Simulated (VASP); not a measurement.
# ZnSe (Stilleite) (F-43m) in VASP: a series of runs, part 2 of 2

VASP 6.6.1. Earlier steps stand in the parts before.

## Step 3: Single point, PBEsol+D3(BJ), non-collinear spin, zero start, spin-orbit coupling (volume scaled by 0.8)

Input file INCAR:

```
SYSTEM = ZnSe
PREC = Accurate
ENCUT = 520
EDIFF = 1E-6
ISMEAR = 0
SIGMA = 0.05
LREAL = .False.
LASPH = .True.
NELM = 150
ALGO = Normal
ISIF = 2
LWAVE = .False.
LCHARG = .False.
MAGMOM = 0 0 0 0 0 0
LORBIT = 11
LSORBIT = .True.
GGA_COMPAT = .False.
LORBMOM = .True.
GGA = PS
IVDW = 12
NBANDS = 30
```

Input file KPOINTS:

```
Automatic mesh
0
Gamma
  6 6 6
  0 0 0
```

Input file POSCAR:

```
ZnSe
1.0
    0.0000000000      2.6306668873      2.6306668873
    2.6306668873      0.0000000000      2.6306668873
    2.6306668873      2.6306668873      0.0000000000
Se Zn
1 1
Direct
    0.7500000000      0.7500000000      0.7500000000
    0.0000000000      0.0000000000      0.0000000000
```

Potentials or basis: VASP PAW PBE potentials, release 64 (Se, Zn).

Run with:

```bash
$ cat potpaw_PBE.64/Se/POTCAR potpaw_PBE.64/Zn/POTCAR > POTCAR
$ mpirun -np 1 vasp_ncl > vasp.out
```

OUTCAR:

```text
SYSTEM = ZnSe
   PREC = Accurate
   ENCUT = 520
   EDIFF = 1E-6
   ISMEAR = 0
   LREAL = .False.
   LASPH = .True.
   NELM = 150
   ISIF = 2
   LORBIT = 11
   LSORBIT = .True.
   GGA = PS
   IVDW = 12
 IVDW          = 12

 ion  position               nearest neighbor table
   1  0.750  0.750  0.750-   2 2.28   2 2.28   2 2.28   2 2.28
   2  0.000  0.000  0.000-   1 2.28   1 2.28   1 2.28   1 2.28

  LATTYP: Found a face centered cubic cell.
 ALAT       =     5.2613337746

  Lattice vectors:

 A1 = (   0.0000000000,   2.6306668873,   2.6306668873)
 A2 = (   2.6306668873,   0.0000000000,   2.6306668873)
 A3 = (   2.6306668873,   2.6306668873,   0.0000000000)

Analysis of symmetry for initial positions (statically):
=====================================================================
 Subroutine PRICEL returns:
 Original cell was already a primitive cell.

 Routine SETGRP: Setting up the symmetry group for a
[... 993 lines left out ...]
 l=   3
     0.0000000     0.0000000     0.0000000     0.0000000     0.0000000     0.0000000     0.0000000
     0.0000000     0.0000000     0.0000000     0.0000000     0.0000000     0.0000000     0.0000000
     0.0000000     0.0000000     0.0000000     0.0000000     0.0000000     0.0000000     0.0000000
     0.0000000     0.0000000     0.0000000     0.0000000     0.0000000     0.0000000     0.0000000
     0.0000000     0.0000000     0.0000000     0.0000000     0.0000000     0.0000000     0.0000000
     0.0000000     0.0000000     0.0000000     0.0000000     0.0000000     0.0000000     0.0000000
     0.0000000     0.0000000     0.0000000     0.0000000     0.0000000     0.0000000     0.0000000

 Ion:    2  E_soc:     -0.0098671
 l=   1
     0.0000000    -0.0006367    -0.0006367
    -0.0006367     0.0000000    -0.0006367
    -0.0006367    -0.0006367     0.0000000
 l=   2
     0.0000000    -0.0002080     0.0000000    -0.0002080    -0.0007998
    -0.0002080     0.0000000    -0.0005999    -0.0002080    -0.0002000
     0.0000000    -0.0005999     0.0000000    -0.0005999     0.0000000
    -0.0002080    -0.0002080    -0.0005999     0.0000000    -0.0002000
    -0.0007998    -0.0002000     0.0000000    -0.0002000     0.0000000
 l=   3
     0.0000000     0.0000000     0.0000000     0.0000000     0.0000000     0.0000000     0.0000000
     0.0000000     0.0000000     0.0000000     0.0000000     0.0000000     0.0000000     0.0000000
     0.0000000     0.0000000     0.0000000     0.0000000     0.0000000     0.0000000     0.0000000
     0.0000000     0.0000000     0.0000000     0.0000000     0.0000000     0.0000000     0.0000000
     0.0000000     0.0000000     0.0000000     0.0000000     0.0000000     0.0000000     0.0000000
     0.0000000     0.0000000     0.0000000     0.0000000     0.0000000     0.0000000     0.0000000
     0.0000000     0.0000000     0.0000000     0.0000000     0.0000000     0.0000000     0.0000000

 total charge

# of ion       s       p       d       tot
------------------------------------------
    1        1.432   2.561   0.058   4.051
    2        0.604   0.664   9.816  11.084
--------------------------------------------------
tot          2.036   3.224   9.875  15.135

 magnetization (x)

# of ion       s       p       d       tot
------------------------------------------
    1        0.000   0.000   0.000   0.000
    2       -0.000   0.000   0.000  -0.000
--------------------------------------------------
tot         -0.000   0.000   0.000  -0.000

 magnetization (y)

# of ion       s       p       d       tot
------------------------------------------
    1        0.000   0.000   0.000   0.000
    2        0.000   0.000   0.000   0.000
--------------------------------------------------
tot          0.000   0.000   0.000   0.000

 magnetization (z)

# of ion       s       p       d       tot
------------------------------------------
    1       -0.000   0.000   0.000   0.000
    2       -0.000   0.000  -0.000  -0.000
--------------------------------------------------
tot         -0.000   0.000  -0.000  -0.000
```

Run time: 50 s. Hardware: 1 thread of AMD EPYC 7R13 (Zen 3), shared host; peak memory 0.23 GiB.

Results:

- Free energy: -7.0198 eV
- Pressure: 18.8 GPa
- Net moment: 0.00 μB per cell
- Valence electrons inside the program's atomic spheres: Se 4.05; Zn 11.08
- Dispersion energy per atom: -0.354 eV

Moments on the atoms (μB; x, y, z):
```
Se  0.00 0.00 0.00
Zn  0.00 0.00 0.00
```

Caveat: the PAW data sets were made with another functional, which shifts forces and pressure a little.

## Step 4: Single point, LDA

Input file INCAR:

```
SYSTEM = ZnSe
ALGO = Normal
EDIFF = 1E-7
ENCUT = 520
GGA = CA
ISIF = 2
ISMEAR = -1
LASPH = .TRUE.
LCHARG = .FALSE.
LREAL = .FALSE.
LWAVE = .FALSE.
NBANDS = 16
NELM = 100
PREC = Accurate
SIGMA = 0.05
```

Input file KPOINTS:

```
k-points
0
G
  8 8 8
  0 0 0
```

Input file POSCAR:

```
ZnSe
1.0
    0.0000000000      2.8338000000      2.8338000000
    2.8338000000      0.0000000000      2.8338000000
    2.8338000000      2.8338000000      0.0000000000
Se Zn
1 1
Direct
    0.7500000000      0.7500000000      0.7500000000
    0.0000000000      0.0000000000      0.0000000000
```

Potentials or basis: VASP PAW LDA potentials, release 64 (Se, Zn).

Run with:

```bash
$ cat potpaw_LDA.64/Se/POTCAR potpaw_LDA.64/Zn/POTCAR > POTCAR
$ mpirun -np 1 vasp_std > vasp.out
```

OUTCAR:

```text
SYSTEM = ZnSe
   EDIFF = 1E-7
   ENCUT = 520
   GGA = CA
   ISIF = 2
   ISMEAR = -1
   LASPH = .TRUE.
   LREAL = .FALSE.
   NELM = 100
   PREC = Accurate

 ion  position               nearest neighbor table
   1  0.750  0.750  0.750-   2 2.45   2 2.45   2 2.45   2 2.45
   2  0.000  0.000  0.000-   1 2.45   1 2.45   1 2.45   1 2.45

  LATTYP: Found a face centered cubic cell.
 ALAT       =     5.6676000000

  Lattice vectors:

 A1 = (   0.0000000000,   2.8338000000,   2.8338000000)
[... 642 lines left out ...]
------------------------ aborting loop because EDIFF is reached ----------------------------------------

  FORCE on cell =-STRESS in cart. coord.  units (eV):
  Direction    XX          YY          ZZ          XY          YZ          ZX
  --------------------------------------------------------------------------------------
  -------------------------------------------------------------------------------------
  Total       -0.8787939     -0.8787939     -0.8787939      0.0000000      0.0000000      0.0000000
  in kB      -30.9357059    -30.9357059    -30.9357059      0.0000000      0.0000000      0.0000000
  external PRESSURE =     -30.9357059 kB  Pullay stress =       0.0000000 kB

 VOLUME and BASIS-vectors are now :
 -----------------------------------------------------------------------------
  energy-cutoff  :      520.00
  volume of cell :       45.51
      direct lattice vectors                 reciprocal lattice vectors
     0.000000000  2.833800000  2.833800000    -0.176441527  0.176441527  0.176441527
     2.833800000  0.000000000  2.833800000     0.176441527 -0.176441527  0.176441527
     2.833800000  2.833800000  0.000000000     0.176441527  0.176441527 -0.176441527

 POSITION                                       TOTAL-FORCE (eV/Angst)
 -----------------------------------------------------------------------------------
      4.25070      4.25070      4.25070         0.000000      0.000000      0.000000
      0.00000      0.00000      0.00000        -0.000000     -0.000000     -0.000000
 -----------------------------------------------------------------------------------
    total drift:                                0.000001      0.000001      0.000001

  FREE ENERGIE OF THE ION-ELECTRON SYSTEM (eV)
  ---------------------------------------------------
  free  energy   TOTEN  =        -7.3504269182 eV

  energy  without entropy=       -7.3504267040  energy(sigma->0) =       -7.35042681
```

OSZICAR:

```text
N       E                     dE             d eps       ncg     rms          rms(c)
DAV:   1     0.851983815769E+02    0.85198E+02   -0.87257E+03   936   0.128E+03
DAV:   2    -0.224949127451E+01   -0.87448E+02   -0.81976E+02  1000   0.248E+02
DAV:   3    -0.761297064091E+01   -0.53635E+01   -0.53407E+01  1184   0.614E+01
DAV:   4    -0.765705540245E+01   -0.44085E-01   -0.44080E-01  1080   0.577E+00
DAV:   5    -0.765727792686E+01   -0.22252E-03   -0.22252E-03  1224   0.379E-01    0.478E+00
DAV:   6    -0.738023967469E+01    0.27704E+00   -0.55119E-01  1368   0.245E+01    0.364E+00
DAV:   7    -0.735531930334E+01    0.24920E-01   -0.14220E-01  1104   0.362E+00    0.152E+00
DAV:   8    -0.735094631889E+01    0.43730E-02   -0.31447E-03  1384   0.712E-01    0.398E-01
DAV:   9    -0.735041533408E+01    0.53098E-03   -0.87786E-04  1080   0.239E-01    0.582E-02
DAV:  10    -0.735043201806E+01   -0.16684E-04   -0.94915E-05  1184   0.998E-02    0.158E-02
DAV:  11    -0.735042681814E+01    0.51999E-05   -0.11865E-05  1368   0.556E-02    0.380E-03
DAV:  12    -0.735042689848E+01   -0.80336E-07   -0.19628E-06  1080   0.950E-03    0.117E-03
DAV:  13    -0.735042691815E+01   -0.19677E-07   -0.57114E-08   816   0.247E-03
   1 F= -.73504269E+01 E0= -.73504268E+01  d E =-.214171E-06
```

It took 11 s on 1 thread of AMD EPYC 9R45 (Zen 5), shared host; peak memory 0.12 GiB.

What came out:

| Item | Value |
| --- | --- |
| Free energy | -7.3504 eV |
| Pressure | -3.1 GPa |
| Band gap on the k mesh | 1.07 eV, direct |

Levels at points of the mesh, in eV from the valence-band top:
```tsv
k point	band 5	band 6	band 7	band 8	band 9	band 10	band 11	band 12	band 13	band 14
(0.00, 0.00, 0.00)	-6.32	-6.32	0.00	0.00	0.00	1.07	5.70	5.70	5.70	9.64
(0.50, 0.00, 0.00)	-6.30	-6.16	-5.29	-0.87	-0.87	2.37	6.28	6.28	8.35	10.73
(0.50, 0.50, 0.00)	-6.27	-6.14	-4.83	-2.20	-2.20	2.81	3.33	10.52	11.08	11.08
```

## Step 5: The runs side by side

```csv
level,potentials or basis,spin,cell,k mesh,smearing,pressure (GPa),moment (μB)
r2SCAN,"VASP PAW PBE potentials, release 64 (Se, Zn)","non-collinear, zero start, SOC","a = 4.008 Å, angles 60.0°, 2 atoms",6 × 6 × 6,fermi-dirac 0.05 eV,0.1,0.00
PBEsol+D3(BJ),"VASP PAW PBE potentials, release 64 (Se, Zn)","non-collinear, zero start, SOC","a = 3.720 Å, angles 60.0°, 2 atoms",6 × 6 × 6,gaussian 0.05 eV,18.8,0.00
LDA,"VASP PAW LDA potentials, release 64 (Se, Zn)",off,"a = 4.008 Å, angles 60.0°, 2 atoms",8 × 8 × 8,fermi-dirac 0.05 eV,-3.1,-
```

Alike in all rows: task single point; cutoff (eV) 520.

Caveats: the PAW data sets were made with another functional, which shifts forces and pressure a little (some runs).

Total energies depend on the potentials used, so only differences within one code and one set of settings carry meaning.
